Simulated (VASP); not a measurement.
Write the native input for VASP 6.6.1 that does the following.

```
Task                   : single point
Functional             : PBE
Potentials or basis    : VASP PAW PBE potentials, release 64 (Rb_sv, Br)
Cutoff                 : 520 eV
k mesh                 : 7 × 7 × 7
Occupations            : fermi-dirac, width 0.03 eV
Spin                   : no spin polarisation
Dipole correction      : no
Further INCAR settings : ALGO = Normal; EDIFF = 1e-07; NBANDS = 15
```

The structure of RbBr lies in POSCAR:

```
RbBr
1.0
    0.0000000000      3.3811767539      3.3811767539
    3.3811767539      0.0000000000      3.3811767539
    3.3811767539      3.3811767539      0.0000000000
Rb Br
1 1
Direct
    0.0000000000      0.0000000000      0.0000000000
    0.5000000000      0.5000000000      0.5000000000
```

This cell differs from its parent crystal: volume scaled by 0.96.

One way to write it, as run:

INCAR

```
ALGO     = Normal         # electronic algorithm
EDIFF    = 1E-7           # SCF threshold, eV
ENCUT    = 520            # plane-wave cutoff, eV
GGA      = PE             # functional
ISIF     = 2              # what is computed and relaxed
ISMEAR   = -1             # smearing method
LASPH    = T              # aspherical terms in the spheres
LCHARG   = F              # write CHGCAR
LREAL    = F              # projectors in reciprocal space
LWAVE    = F              # write WAVECAR
NBANDS   = 15             # bands
NELM     = 80             # most SCF steps
PREC     = Accurate       # precision mode
SIGMA    = 0.03           # smearing width, eV
```

KPOINTS

```
k-points
0
Gamma
  7 7 7
```

Potentials or basis: VASP PAW PBE potentials, release 64 (Rb_sv, Br).

The run is started by

```sh
$ cat potpaw_PBE.64/Rb_sv/POTCAR potpaw_PBE.64/Br/POTCAR > POTCAR
$ mpirun -np 1 vasp_std > vasp.out
```

It gave:

```yaml
Pressure: 1.8 GPa
Band_gap_on_the_k_mesh: 4.47 eV, direct
```

It took 12 s on 1 thread of Intel(R) Xeon(R) Platinum 8488C (Sapphire Rapids), with other jobs on the host, peak memory 0.21 GiB.
